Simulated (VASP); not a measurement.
# Sn8O15 (a cell with a defect) in VASP: further runs, part 2 of 2

VASP 6.6.1. Earlier steps stand in the parts before.

## 5. Single point, PBE

INCAR reads:

```
PREC     = Accurate       # precision mode
ENCUT    = 520            # plane-wave cutoff, eV
EDIFF    = 1E-6           # SCF threshold, eV
ISMEAR   = -1             # smearing method
SIGMA    = 0.01           # smearing width, eV
LREAL    = False          # projectors in reciprocal space
LASPH    = True           # aspherical terms in the spheres
NELM     = 120            # most SCF steps
ALGO     = Normal         # electronic algorithm
ISIF     = 2              # what is computed and relaxed
LWAVE    = False          # write WAVECAR
LCHARG   = False          # write CHGCAR
GGA      = PE             # functional
NBANDS   = 118            # bands
GGA_COMPAT= False
```

KPOINTS reads:

```
Automatic mesh
0
Gamma
  1 1 1
  0.25 0.25 0.25
```

POSCAR reads:

```
Sn8O15
1.0
    4.8274600320      4.8274600320      0.0000000000
   -4.8274600320      4.8274600320      0.0000000000
    0.0000000000      0.0000000000      6.4759066843
Sn O
8 15
Direct
    0.0041947345      0.4978053315      0.2534994018
    0.4970875763     -0.0007029604      0.2506440003
   -0.0005810917     -0.0013901759      0.0003454767
    0.5022244980      0.4990003199      0.0005113008
    0.0039566257      0.4992714288      0.7479137856
    0.4983098440     -0.0009436094      0.7507122554
   -0.0025078446     -0.0010580466      0.5004347777
    0.4994977252      0.4995389497      0.5006549011
    0.0028156026      0.8052203238      0.2523785276
    0.4899988486      0.3055905611      0.2512955141
    0.0005507135      0.1907256614      0.2512304960
    0.4898892734      0.6929952329      0.2508247083
    0.3054048619     -0.0011024671      0.0000623988
    0.8095320984      0.4997331171      0.0015542561
    0.1959762786      0.4980664714      0.0008857389
    0.6920796124      0.0012714911      0.0014600902
    0.0002559685      0.8062363804      0.7488157997
    0.4939704952      0.3053460156      0.7497712812
    0.0007989513      0.1919026215      0.7490868122
    0.4974387572      0.6930504381      0.7510542242
    0.3048513101      0.0005259389      0.5010272412
    0.8023268420      0.4993349681      0.5007007579
    0.6911260624     -0.0013190544      0.5000573312
```

Potentials or basis: VASP PAW PBE potentials, release 64 (Sn_d, O).

The run is started by

```console
cat potpaw_PBE.64/Sn_d/POTCAR potpaw_PBE.64/O/POTCAR > POTCAR
mpirun -np 1 vasp_std > vasp.out
```

OUTCAR:

```text
PREC = Accurate
   ENCUT = 520
   EDIFF = 1E-6
   ISMEAR = -1
   LREAL = False
   LASPH = True
   NELM = 120
   ISIF = 2
   GGA = PE

 ion  position               nearest neighbor table
   1  0.004  0.498  0.253-  15 2.10  11 2.10   9 2.10  14 2.10  22 2.11   5 3.20   5 3.27   8 3.74

   2  0.497  0.999  0.251-  13 2.08  21 2.09  23 2.09  10 2.09  12 2.09  16 2.09   6 3.24   6 3.24

   3  0.999  0.999  0.000-  11 2.09  13 2.09  17 2.09  19 2.10  16 2.10   9 2.10   7 3.24   7 3.24
[... 12 lines left out ...]
  10  0.490  0.306  0.251-   8 2.09   2 2.09   4 2.09
  11  0.001  0.191  0.251-   7 2.08   3 2.09   1 2.10
  12  0.490  0.693  0.251-   8 2.09   2 2.09   4 2.09
  13  0.305  0.999  0.000-   6 2.08   2 2.08   3 2.09
  14  0.810  0.500  0.002-   4 2.10   1 2.10   5 2.11
  15  0.196  0.498  0.001-   4 2.09   1 2.10   5 2.10
  16  0.692  0.001  0.001-   2 2.09   6 2.09   3 2.10
  17  0.000  0.806  0.749-   7 2.08   3 2.09   5 2.10
  18  0.494  0.305  0.750-   8 2.09   6 2.09   4 2.09
  19  0.001  0.192  0.749-   7 2.08   3 2.10   5 2.10
  20  0.497  0.693  0.751-   6 2.09   4 2.09   8 2.09
  21  0.305  0.001  0.501-   2 2.09   6 2.09   7 2.10
  22  0.802  0.499  0.501-   8 2.07   5 2.11   1 2.11
  23  0.691  0.999  0.500-   2 2.09   6 2.09   7 2.09

  LATTYP: Found a simple tetragonal cell.
 ALAT       =     6.8270594491
 C/A-ratio  =     0.9485645661

  Lattice vectors:

 A1 = (   4.8274600320,   4.8274600320,   0.0000000000)
 A2 = (  -4.8274600320,   4.8274600320,   0.0000000000)
 A3 = (   0.0000000000,   0.0000000000,   6.4759066843)

Analysis of symmetry for initial positions (statically):
=====================================================================
 Subroutine PRICEL returns:
 Original cell was already a primitive cell.

 Routine SETGRP: Setting up the symmetry group for a
 simple tetragonal supercell.

 Subroutine GETGRP returns: Found  1 space group operations
 (whereof  1 operations were pure point group operations)
[... 159 lines left out ...]
  Fermi-wavevector in a.u.,A,eV,Ry     =   1.431977  2.706044 27.899528  2.050557
  Thomas-Fermi vector in A             =   2.551655
   LORBIT       =      0    0 simple, 1 ext, 2 COOP (PROOUT), +10 PAW based schemes
   GGA     = PE    functional components
   LHFCALC =     F    Hartree Fock is set to
   AEXX    =    0.0000 exact exchange contribution
   IVDW    =     0    specifies the selected vdW correction
   LEPSILON=     F    determine dielectric tensor
   LRPA    =     F    only Hartree local field effects (RPA)
 non-spin polarized calculation
  energy-cutoff  :      520.00
  volume of cell :      301.83
 maximum number of plane-waves:      8114
 NGX is ok and might be reduce to    50
   NGX = 25   NGY = 25   NGZ = 25

 number of electron     202.0000022 magnetization

 Free energy of the ion-electron system (eV)
  ---------------------------------------------------
  ext. energy  EPLUGINS =         0.00000000
  ---------------------------------------------------
  free energy    TOTEN  =      -140.46752669 eV

  energy without entropy =     -140.46752669  energy(sigma->0) =     -140.46752669

 E-fermi :   6.5848     XC(G=0): -10.8447

 val. band max:        6.3031495724   @ k =  -0.2500   0.2500   0.2500
 cond. band min:       8.0987532755   @ k =  -0.2500   0.2500   0.2500
 fundamental gap:      1.7956037031
 Fermi energy:         6.5848039352

 k-point     1 :       0.2500    0.2500    0.2500
  band No.  band energies     occupation
      1     -15.4978      2.00000
      2     -15.4818      2.00000
      3     -15.4221      2.00000
      4     -15.4051      2.00000
      5     -15.3265      2.00000
      6     -15.3023      2.00000
[... 453 lines left out ...]
    112      12.4965      0.00000
    113      12.7340      0.00000
 [bands above 113 left out]

------------------------ aborting loop because EDIFF is reached ----------------------------------------

  FORCE on cell =-STRESS in cart. coord.  units (eV):
  Direction    XX          YY          ZZ          XY          YZ          ZX
  --------------------------------------------------------------------------------------
  -------------------------------------------------------------------------------------
  Total        3.7379771      3.8286658      2.6621140     -2.7371536      0.1151379      0.0435757
  in kB       19.8417179     20.3231064     14.1308821    -14.5292032      0.6111682      0.2313063
  external PRESSURE =      18.0985688 kB  Pullay stress =       0.0000000 kB

 VOLUME and BASIS-vectors are now :
 -----------------------------------------------------------------------------
  energy-cutoff  :      520.00
  volume of cell :      301.83
      direct lattice vectors                 reciprocal lattice vectors
     4.827460032  4.827460032  0.000000000     0.103574136  0.103574136  0.000000000
    -4.827460032  4.827460032  0.000000000    -0.103574136  0.103574136  0.000000000
     0.000000000  0.000000000  6.475906684     0.000000000  0.000000000  0.154418531

 POSITION                                       TOTAL-FORCE (eV/Angst)
 -----------------------------------------------------------------------------------
     -2.38289      2.42339      1.64164        -0.018592      0.063837      0.060938
     -2.42440      7.22374      1.62315        -0.008466      0.001400      0.000527
      0.00391      9.64540      0.00224         0.026524     -0.023160      0.013187
      0.01556      4.83337      0.00331         0.027486     -0.023261      0.042183
     -2.39111      2.42931      4.84342         0.044151     -0.018718     -0.017419
     -2.41733      7.22848      4.86154        -0.024893      0.028959     -0.002995
[... 15 lines left out ...]
      1.46268      6.28372      3.24249         0.011769     -0.015528     -0.050142
     -1.48471      8.15748      3.23832         0.009582      0.017460      0.003649
 -----------------------------------------------------------------------------------
    total drift:                               -0.001667      0.003305      0.000667

  FREE ENERGIE OF THE ION-ELECTRON SYSTEM (eV)
  ---------------------------------------------------
  free  energy   TOTEN  =      -140.4675266933 eV

  energy  without entropy=     -140.4675266933  energy(sigma->0) =     -140.46752669
```

stdout:

```text
POSCAR found type information on POSCAR SnO
 POSCAR found :  2 types and      23 ions
 scaLAPACK will be used
 -----------------------------------------------------------------------------
|                                                                             |
|                                                                             |
|     You have a (more or less) 'large supercell' and for larger cells it     |
|     might be more efficient to use real-space projection operators.         |
|     Therefore, try LREAL= Auto in the INCAR file.                           |
|     Mind: For very accurate calculation, you might also keep the            |
|     reciprocal projection scheme (i.e. LREAL=.FALSE.).                      |
|                                                                             |
 -----------------------------------------------------------------------------

 LDA part: xc-table for (Slater+PW92), standard interpolation
 POSCAR, INCAR and KPOINTS ok, starting setup
 FFT: planning ... GRIDC
 FFT: planning ... GRID_SOFT
 FFT: planning ... GRID
 WAVECAR not read
 entering main loop
```

It took 8.1 min on 1 thread of Intel Xeon Platinum 8375C at 2.90GHz (Ice Lake), shared host; peak memory 0.38 GiB.

What came out:

| Quantity | Value |
| --- | --- |
| Free energy | -140.4675 eV |
| Pressure | 1.8 GPa |
| Largest force | 0.102 eV/Å |
| Band gap on the k mesh | 1.80 eV |

Forces on the atoms (eV/Å):
```
Sn  -0.019  0.064  0.061
Sn  -0.008  0.001  0.001
Sn   0.027 -0.023  0.013
Sn   0.027 -0.023  0.042
Sn   0.044 -0.019 -0.017
Sn  -0.025  0.029 -0.003
Sn   0.009 -0.010 -0.017
Sn  -0.022 -0.038  0.001
O   -0.038  0.004 -0.028
O    0.050  0.027 -0.017
O   -0.047  0.062  0.050
O    0.017  0.061  0.007
O   -0.010 -0.015 -0.008
O    0.003 -0.026 -0.024
O   -0.001  0.027 -0.065
O    0.039 -0.018 -0.021
O    0.031  0.000  0.031
O   -0.014 -0.017  0.046
O   -0.009 -0.001 -0.003
O   -0.090 -0.042 -0.024
O    0.014 -0.046  0.023
O    0.012 -0.016 -0.050
O    0.010  0.017  0.004
```

Levels at points of the mesh, in eV from the valence-band top:
```tsv
k point	band 97	band 98	band 99	band 100	band 101	band 102	band 103	band 104	band 105	band 106
(0.25, 0.25, 0.25)	-1.70	-1.63	-1.61	-1.29	0.00	1.81	2.23	2.78	3.62	3.99
```

Caveat: spin-orbit coupling is left out, which moves the levels of the heavy elements.
